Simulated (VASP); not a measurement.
# C (R-3m) in VASP: notebook

The runs below take C through single point, with PBE.

Program: VASP 6.6.1. These are calculated values, not measurements. Logs are shortened: lines on timing, memory, paths and dates and some standing lists are left out, and cuts for length are marked.

## (1) The cell of the first run

It takes space group R-3m (No. 166, trigonal). The conventional cell has a = 2.393 Å, b = 2.393 Å, c = 26.190 Å, α = 90.00°, β = 90.00°, γ = 120.00°. C (site symmetry 3m) has 3 C at 1.38 Å within 1.8 Å. C (site symmetry 3m) has 3 C at 1.38 Å within 1.8 Å.

## (2) Single point, PBE (biaxial strain in the a-b plane: -3.0 %, then relaxed in part)

File INCAR:

```
SYSTEM = C
ALGO = Normal ; EDIFF = 1E-6
ENCUT = 520 ; GGA = PE
ISIF = 2 ; ISMEAR = 0
LASPH = .True. ; LCHARG = .True.
LELF = .True. ; LREAL = .False.
LVHAR = .True. ; LWAVE = .False.
NBANDS = 36 ; NELM = 100
PREC = Accurate ; SIGMA = 0.01
```

File KPOINTS:

```
k-points
0
Gamma
  18 18 2
  0 0 0
```

File POSCAR:

```
C
1.0
    2.3925207705      0.0000000000      0.0000000000
   -1.1962603853      2.0719837664      0.0000000000
    0.0000000000      0.0000000000     26.1900901931
C
12
Direct
    0.0000000000      0.0000000000      0.9174579243
    0.3333333333      0.6666666667      0.9174564763
    0.0000000000      0.0000000000      0.7492101904
    0.3333333333      0.6666666667      0.7492087424
    0.6666666667      0.3333333333      0.2507912576
    0.0000000000      0.0000000000      0.2507898096
    0.6666666667      0.3333333333      0.0825435237
    0.0000000000      0.0000000000      0.0825420757
    0.3333333333      0.6666666667      0.5841245909
    0.6666666667      0.3333333333      0.5841231429
    0.3333333333      0.6666666667      0.4158768571
    0.6666666667      0.3333333333      0.4158754091
```

Potentials or basis: VASP PAW PBE potentials, release 64 (C).

Started as:

```sh
> cat potpaw_PBE.64/C/POTCAR > POTCAR
> mpirun -np 1 vasp_std > vasp.out
```

OUTCAR:

```text
SYSTEM = C
   EDIFF = 1E-6
   ENCUT = 520
   GGA = PE
   ISIF = 2
   ISMEAR = 0
   LASPH = .True.
   LREAL = .False.
   NELM = 100
   PREC = Accurate

 ion  position               nearest neighbor table
   1  0.000  0.000  0.917-   2 1.38   2 1.38   2 1.38
   2  0.333  0.667  0.917-   1 1.38   1 1.38   1 1.38
   3  0.000  0.000  0.749-   4 1.38   4 1.38   4 1.38
   4  0.333  0.667  0.749-   3 1.38   3 1.38   3 1.38
   5  0.667  0.333  0.251-   6 1.38   6 1.38   6 1.38
   6  0.000  0.000  0.251-   5 1.38   5 1.38   5 1.38
   7  0.667  0.333  0.083-   8 1.38   8 1.38   8 1.38
   8  0.000  0.000  0.083-   7 1.38   7 1.38   7 1.38
   9  0.333  0.667  0.584-  10 1.38  10 1.38  10 1.38
  10  0.667  0.333  0.584-   9 1.38   9 1.38   9 1.38
  11  0.333  0.667  0.416-  12 1.38  12 1.38  12 1.38
  12  0.667  0.333  0.416-  11 1.38  11 1.38  11 1.38

  LATTYP: Found a hexagonal cell.
 ALAT       =     2.3925207705
 C/A-ratio  =    10.9466511288

  Lattice vectors:

 A1 = (   2.3925207705,   0.0000000000,   0.0000000000)
 A2 = (  -1.1962603853,   2.0719837664,   0.0000000000)
 A3 = (   0.0000000000,   0.0000000000,  26.1900901931)

Analysis of symmetry for initial positions (statically):
=====================================================================
 Subroutine PRICEL returns following result:

  LATTYP: Found a trigonal (rhomboedric) cell.
 ALAT       =     8.8386354622
 COS(alpha) =     0.9633637517

  Lattice vectors:

 A1 = (   1.1962603851,  -0.6906612554,  -8.7300300661)
 A2 = (  -1.1962603850,  -0.6906612556,  -8.7300300609)
 A3 = (  -0.0000000002,   1.3813225110,  -8.7300300661)

   3 primitive cells build up your supercell.

 Routine SETGRP: Setting up the symmetry group for a
 hexagonal supercell.

 Subroutine GETGRP returns: Found 12 space group operations
 (whereof 12 operations were pure point group operations)
 out of a pool of 24 trial point group operations.

The static configuration has the point symmetry D_3d.

Analysis of symmetry for dynamics (positions and initial velocities):
=====================================================================
 Subroutine PRICEL returns following result:

  LATTYP: Found a trigonal (rhomboedric) cell.
 ALAT       =     8.8386354622
 COS(alpha) =     0.9633637517

  Lattice vectors:

 A1 = (   1.1962603851,  -0.6906612554,  -8.7300300661)
 A2 = (  -1.1962603850,  -0.6906612556,  -8.7300300609)
 A3 = (  -0.0000000002,   1.3813225110,  -8.7300300661)

   3 primitive cells build up your supercell.

 Routine SETGRP: Setting up the symmetry group for a
 hexagonal supercell.

 Subroutine GETGRP returns: Found 12 space group operations
 (whereof 12 operations were pure point group operations)
 out of a pool of 24 trial point group operations.

The dynamic configuration has the point symmetry D_3d.

 Subroutine INISYM returns: Found 12 space group operations
 (whereof 12 operations are pure point group operations),
 and found     3 'primitive' translations

----------------------------------------------------------------------------------------

                                     Primitive cell

  volume of cell :      43.2771

  direct lattice vectors                    reciprocal lattice vectors
     1.196260385 -0.690661255 -8.730030066     0.417969203 -0.241314632 -0.038182381
    -1.196260385 -0.690661256 -8.730030061    -0.417969203 -0.241314632 -0.038182381
    -0.000000000  1.381322511 -8.730030066    -0.000000000  0.482629264 -0.038182381

  length of vectors
     8.838635462  8.838635457  8.838635462     0.484137275  0.484137275  0.484137274

  position of ions in fractional coordinates (direct lattice)
     0.082542076  0.082542076  0.082542076
     0.749210190  0.749210190  0.749210190
     0.250789810  0.250789810  0.250789810
     0.917457924  0.917457924  0.917457924

  ion indices of the primitive-cell ions
   primitive index   ion index
                 1           1
                 2           6
                 3           3
                 4           8

----------------------------------------------------------------------------------------

 KPOINTS: k-points

Automatic generation of k-mesh.
 Grid dimensions read from file:
 generate k-points for:   18   18    2

 Generating k-lattice:

  Cartesian coordinates                     Fractional coordinates (reciprocal lattice)
     0.023220511  0.013406368  0.000000000     0.055555556  0.000000000  0.000000000
     0.000000000  0.026812737  0.000000000     0.000000000  0.055555556  0.000000000
     0.000000000  0.000000000  0.019091190     0.000000000  0.000000000  0.500000000

  Length of vectors
     0.026812737  0.026812737  0.019091190

  Shift w.r.t. Gamma in fractional coordinates (k-lattice)
     0.000000000  0.000000000  0.000000000

 Subroutine IBZKPT returns following result:
 ===========================================

 Found     74 irreducible k-points:

 Following reciprocal coordinates:
            Coordinates               Weight
  0.000000  0.000000  0.000000      1.000000
  0.055556  0.000000  0.000000      6.000000
  0.111111  0.000000  0.000000      6.000000
  0.166667  0.000000  0.000000      6.000000
  0.222222 -0.000000  0.000000      6.000000
  0.277778 -0.000000  0.000000      6.000000
[... 16 lines left out ...]
  0.333333  0.111111  0.000000     12.000000
  0.388889  0.111111  0.000000     12.000000
 [... further k-points ...]
   k-points           NKPTS =     74   k-points in BZ     NKDIM =     74   number of bands    NBANDS=     36
   number of dos      NEDOS =    301   number of ions     NIONS =     12
   total plane-waves  NPLWV =  63504
   dimension x,y,z NGX =    18 NGY =   18 NGZ =  196
   dimension x,y,z NGXF=    36 NGYF=   36 NGZF=  392
   ions per type =              12
   NGX,Y,Z   is equivalent  to a cutoff of  12.51, 12.51, 12.44 a.u.
   NGXF,Y,Z  is equivalent  to a cutoff of  25.01, 25.01, 24.88 a.u.
 SYSTEM =  C
   PREC   = accura    normal or accurate (medium, high low for compatibility)
   ISTART =      0    job   : 0-new  1-cont  2-samecut
   ICHARG =      2    charge: 1-file 2-atom 10-const
   ISPIN  =      1    spin polarized calculation?
   LNONCOLLINEAR =      F non collinear calculations
   LSORBIT =      F    spin-orbit coupling
   LASPH  =      T    aspherical Exc in radial PAW
   ENCUT  =  520.0 eV  38.22 Ry    6.18 a.u.   4.45  4.45 48.70*2*pi/ulx,y,z
   NELM   =    100;   NELMIN=  2; NELMDL= -5     # of ELM steps
   EDIFF  = 0.1E-05   stopping-criterion for ELM
   LREAL  =      F    real-space projection
   EDIFFG = 0.1E-04   stopping-criterion for IOM
   NSW    =      0    number of steps for IOM
   IBRION =     -1    ionic relax: 0-MD 1-quasi-New 2-CG
   NFREE  =      0    steps in history (QN), initial steepest desc. (CG)
   ISIF   =      2    stress and relaxation
   ISYM   =      2    0-nonsym 1-usesym 2-fastsym
   POTIM  = 0.5000    time-step for ionic-motion
   TEBEG  =    0.0;   TEEND  =   0.0 temperature during run
   PSTRESS=    0.0 pullay stress
   NELECT =      48.0000    total number of electrons
   NUPDOWN=      -1.0000    fix difference up-down
   EMIN   =  10.00;   EMAX   =-10.00  energy-range for DOS
   EFERMI =   0.00;   METHOD = LEGACY
   ISMEAR =     0;   SIGMA  =   0.01  broadening in eV -4-tet -1-fermi 0-gaus
   EFERMI_NEDOS =   21; number of points for ismear=-14 and -15
   IALGO  =     38    algorithm
   IMIX   =      4    mixing-type and parameters
     AMIX     =   0.40;   BMIX     =  1.00
     AMIX_MAG =   1.60;   BMIX_MAG =  1.00
  volume/ion in A,a.u.               =      10.82        73.01
  Fermi-wavevector in a.u.,A,eV,Ry     =   1.174976  2.220382 18.783767  1.380568
  Thomas-Fermi vector in A             =   2.311364
   LORBIT       =      0    0 simple, 1 ext, 2 COOP (PROOUT), +10 PAW based schemes
   GGA     = PE    functional components
   LHFCALC =     F    Hartree Fock is set to
   AEXX    =    0.0000 exact exchange contribution
   IVDW    =     0    specifies the selected vdW correction
   LEPSILON=     F    determine dielectric tensor
   LRPA    =     F    only Hartree local field effects (RPA)
 non-spin polarized calculation
 Gauss-broadening in eV      SIGMA  =   0.01
  energy-cutoff  :      520.00
  volume of cell :      129.83
 maximum number of plane-waves:      3583
 NGX is ok and might be reduce to    18
   NGX =  9   NGY =  9   NGZ = 97

 number of electron      48.0000012 magnetization

 Free energy of the ion-electron system (eV)
  ---------------------------------------------------
  ext. energy  EPLUGINS =         0.00000000
  ---------------------------------------------------
  free energy    TOTEN  =      -109.88074718 eV

  energy without entropy =     -109.88074705  energy(sigma->0) =     -109.88074712

 E-fermi :   3.1236     XC(G=0):  -8.7185

 val. band max:        3.0963967511   @ k =   0.3333   0.3333   0.5000
 cond. band min:       3.1507220312   @ k =   0.3333   0.3333   0.5000
 fundamental gap:      0.0543252800
 Fermi energy:         3.1235612182

 k-point     1 :       0.0000    0.0000    0.0000
  band No.  band energies     occupation
      1     -17.1502      2.00000
      2     -17.1437      2.00000
      3     -17.1437      2.00000
      4     -17.1302      2.00000
      5     -17.1302      2.00000
      6     -17.1237      2.00000
[... 28 lines left out ...]
     35      12.0430      0.00000
     36      12.0438      0.00000

 k-point     2 :       0.0556    0.0000    0.0000
  band No.  band energies     occupation
      1     -17.0732      2.00000
      2     -17.0667      2.00000
      3     -17.0667      2.00000
      4     -17.0534      2.00000
      5     -17.0534      2.00000
      6     -17.0469      2.00000
[... 850 lines left out ...]
 k-point    24 :       0.3889    0.1111    0.0000
  band No.  band energies     occupation
      1     -12.1722      2.00000
      2     -12.1681      2.00000
      3     -12.1679      2.00000
      4     -12.1598      2.00000
      5     -12.1596      2.00000
      6     -12.1556      2.00000
[... 28 lines left out ...]
     35      12.7311      0.00000
     36      12.7391      0.00000

 [... further k-points ...]

------------------------ aborting loop because EDIFF is reached ----------------------------------------

  FORCE on cell =-STRESS in cart. coord.  units (eV):
  Direction    XX          YY          ZZ          XY          YZ          ZX
  --------------------------------------------------------------------------------------
  -------------------------------------------------------------------------------------
  Total       27.2441057     27.2441058     -0.0710566     -0.0000000      0.0000000      0.0000000
  in kB      336.2049323    336.2049323     -0.8768711     -0.0000000      0.0000000      0.0000000
  external PRESSURE =     223.8443312 kB  Pullay stress =       0.0000000 kB

 VOLUME and BASIS-vectors are now :
 -----------------------------------------------------------------------------
  energy-cutoff  :      520.00
  volume of cell :      129.83
      direct lattice vectors                 reciprocal lattice vectors
     2.392520771  0.000000000  0.000000000     0.417969203  0.241314632  0.000000000
    -1.196260385  2.071983766  0.000000000     0.000000000  0.482629264  0.000000000
     0.000000000  0.000000000 26.190090193     0.000000000  0.000000000  0.038182381

 POSITION                                       TOTAL-FORCE (eV/Angst)
 -----------------------------------------------------------------------------------
      0.00000      0.00000     24.02831         0.000000      0.000000     -0.000154
     -0.00000      1.38132     24.02827         0.000000     -0.000000     -0.000080
      0.00000      0.00000     19.62188        -0.000000      0.000000      0.000080
     -0.00000      1.38132     19.62184        -0.000000      0.000000      0.000154
      1.19626      0.69066      6.56825        -0.000000     -0.000000     -0.000154
      0.00000      0.00000      6.56821         0.000000      0.000000     -0.000080
      1.19626      0.69066      2.16182        -0.000000      0.000000      0.000080
      0.00000      0.00000      2.16178        -0.000000      0.000000      0.000154
     -0.00000      1.38132     15.29828         0.000000     -0.000000     -0.000154
      1.19626      0.69066     15.29824         0.000000     -0.000000     -0.000080
     -0.00000      1.38132     10.89185        -0.000000      0.000000      0.000080
      1.19626      0.69066     10.89181         0.000000      0.000000      0.000154
 -----------------------------------------------------------------------------------
    total drift:                               -0.000000      0.000000      0.000000

  FREE ENERGIE OF THE ION-ELECTRON SYSTEM (eV)
  ---------------------------------------------------
  free  energy   TOTEN  =      -109.8807471839 eV

  energy  without entropy=     -109.8807470538  energy(sigma->0) =     -109.88074712
```

It took 3.9 min on 1 thread of Intel Xeon Platinum 8559C (Emerald Rapids), shared host; peak memory 0.36 GiB.

Results:

```
Free energy : -109.8807 eV
Pressure    : 22.4 GPa
```

Caveat: the cell differs from its parent crystal (biaxial strain in the a-b plane: -3.0 %, then relaxed in part); the stress differs along the axes, from -0 to 34 GPa; this functional lacks dispersion, which binds layers or chains, so the pressure and a relaxed spacing across them are unreliable.

## (3) Single point, PBE (biaxial strain in the a-b plane: -3.0 %)

File INCAR:

```
PREC = Accurate
ENCUT = 520
EDIFF = 1E-7
ISMEAR = 0
SIGMA = 0.01
LREAL = F
LASPH = T
NELM = 80
ALGO = Normal
ISIF = 2
LWAVE = F
LCHARG = T
GGA = PE
LELF = T
LVHAR = T
NBANDS = 36
```

File KPOINTS:

```
Automatic mesh
0
Gamma
  18 18 2
```

POSCAR is that of step 2.

Potentials or basis: VASP PAW PBE potentials, release 64 (C).

Started as:

```sh
> cat potpaw_PBE.64/C/POTCAR > POTCAR
> mpirun -np 1 vasp_std > vasp.out
```

OUTCAR:

```text
PREC = Accurate
   ENCUT = 520
   EDIFF = 1E-7
   ISMEAR = 0
   LREAL = F
   LASPH = T
   NELM = 80
   ISIF = 2
   GGA = PE

 ion  position               nearest neighbor table
   1  0.000  0.000  0.917-   2 1.38   2 1.38   2 1.38
   2  0.333  0.667  0.917-   1 1.38   1 1.38   1 1.38
   3  0.000  0.000  0.749-   4 1.38   4 1.38   4 1.38
   4  0.333  0.667  0.749-   3 1.38   3 1.38   3 1.38
   5  0.667  0.333  0.251-   6 1.38   6 1.38   6 1.38
   6  0.000  0.000  0.251-   5 1.38   5 1.38   5 1.38
[... 1171 lines left out ...]
  external PRESSURE =     223.8363340 kB  Pullay stress =       0.0000000 kB

 VOLUME and BASIS-vectors are now :
 -----------------------------------------------------------------------------
  energy-cutoff  :      520.00
  volume of cell :      129.83
      direct lattice vectors                 reciprocal lattice vectors
     2.392520771  0.000000000  0.000000000     0.417969203  0.241314632  0.000000000
    -1.196260385  2.071983766  0.000000000     0.000000000  0.482629264  0.000000000
     0.000000000  0.000000000 26.190090193     0.000000000  0.000000000  0.038182381

 POSITION                                       TOTAL-FORCE (eV/Angst)
 -----------------------------------------------------------------------------------
      0.00000      0.00000     24.02831        -0.000000      0.000000     -0.000170
     -0.00000      1.38132     24.02827        -0.000000      0.000000     -0.000100
      0.00000      0.00000     19.62188         0.000000      0.000000      0.000100
     -0.00000      1.38132     19.62184         0.000000     -0.000000      0.000170
      1.19626      0.69066      6.56825        -0.000000     -0.000000     -0.000170
      0.00000      0.00000      6.56821         0.000000     -0.000000     -0.000100
      1.19626      0.69066      2.16182         0.000000     -0.000000      0.000100
      0.00000      0.00000      2.16178         0.000000     -0.000000      0.000170
     -0.00000      1.38132     15.29828        -0.000000      0.000000     -0.000170
      1.19626      0.69066     15.29824         0.000000      0.000000     -0.000100
     -0.00000      1.38132     10.89185        -0.000000     -0.000000      0.000100
      1.19626      0.69066     10.89181         0.000000     -0.000000      0.000170
 -----------------------------------------------------------------------------------
    total drift:                               -0.000000      0.000000      0.000000

  FREE ENERGIE OF THE ION-ELECTRON SYSTEM (eV)
  ---------------------------------------------------
  free  energy   TOTEN  =      -109.8807474627 eV

  energy  without entropy=     -109.8807473325  energy(sigma->0) =     -109.88074740
```

OSZICAR:

```text
N       E                     dE             d eps       ncg     rms          rms(c)
DAV:   1     0.232507694193E+03    0.23251E+03   -0.23683E+04  5360   0.121E+03
DAV:   2    -0.999595645086E+02   -0.33247E+03   -0.31337E+03  7104   0.275E+02
DAV:   3    -0.119389759252E+03   -0.19430E+02   -0.19257E+02  6596   0.655E+01
DAV:   4    -0.119730217989E+03   -0.34046E+00   -0.33984E+00  6844   0.989E+00
DAV:   5    -0.119739772808E+03   -0.95548E-02   -0.95476E-02  6944   0.158E+00    0.173E+01
DAV:   6    -0.112398760829E+03    0.73410E+01   -0.67944E+00  6448   0.107E+01    0.102E+01
DAV:   7    -0.109827673085E+03    0.25711E+01   -0.87784E+00  6280   0.121E+01    0.287E+00
DAV:   8    -0.109879754523E+03   -0.52081E-01   -0.32964E-01  6072   0.233E+00    0.313E-01
DAV:   9    -0.109879214963E+03    0.53956E-03   -0.89172E-03  6756   0.428E-01    0.157E-01
DAV:  10    -0.109880756903E+03   -0.15419E-02   -0.28982E-03  6292   0.254E-01    0.960E-02
DAV:  11    -0.109880739215E+03    0.17688E-04   -0.16181E-04  7032   0.530E-02    0.161E-02
DAV:  12    -0.109880747554E+03   -0.83386E-05   -0.78206E-06  6400   0.168E-02    0.454E-03
DAV:  13    -0.109880747204E+03    0.34955E-06   -0.12231E-06  6720   0.508E-03    0.865E-04
DAV:  14    -0.109880747375E+03   -0.17083E-06   -0.37746E-08  4764   0.110E-03    0.273E-04
DAV:  15    -0.109880747463E+03   -0.87723E-07   -0.74536E-09  4352   0.476E-04
   1 F= -.10988075E+03 E0= -.10988075E+03  d E =-.130172E-06
```

Wall time 4.4 min (1 thread of Intel Xeon Platinum 8559C (Emerald Rapids), shared host); peak memory 0.36 GiB.

What came out:

```yaml
Free_energy: -109.8807 eV
Pressure: 22.4 GPa
```

Stress tensor (GPa, compression positive):
```
33.62  0.00  0.00
 0.00 33.62  0.00
 0.00  0.00 -0.09
```

Caveat: the cell differs from its parent crystal (biaxial strain in the a-b plane: -3.0 %); the stress differs along the axes, from -0 to 34 GPa; this functional lacks dispersion, which binds layers or chains, so the pressure and a relaxed spacing across them are unreliable.
